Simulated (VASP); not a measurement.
The system is Sn.

```
Sn
1.0
    -2.94828    2.95040    1.58882
     2.95040   -2.94828    1.58882
     2.94605    2.94605   -1.58493
Sn
2
Direct
  0.00003 0.99997 0.00000
  0.74997 0.25003 0.50000
```

Base run:

```yaml
Program: VASP 6.6.1
Functional: r2SCAN
Potentials_or_basis: VASP PAW PBE potentials, release 64 (Sn_d)
Cutoff: 520 eV
k_mesh: 11 × 11 × 8
Occupations: fermi-dirac, width 0.03 eV
Spin: no spin polarisation
```

Its results: band gap on the k mesh zero (band 14 reaches 9.18 eV, above the bottom of band 15 at 5.32 eV); pressure 0.0 GPa.

Problem. The run is repeated on the same cell with these changes: occupations from fermi-dirac, width 0.03 eV to fermi-dirac, width 1 eV. What comes out?

Solution. Band gap on the k mesh zero (band 14 reaches 9.18 eV, above the bottom of band 15 at 5.33 eV); pressure 4.8 GPa.

Caveats: the PAW data sets were made with another functional, which shifts forces and pressure a little; spin-orbit coupling is left out, which moves the levels of the heavy elements.
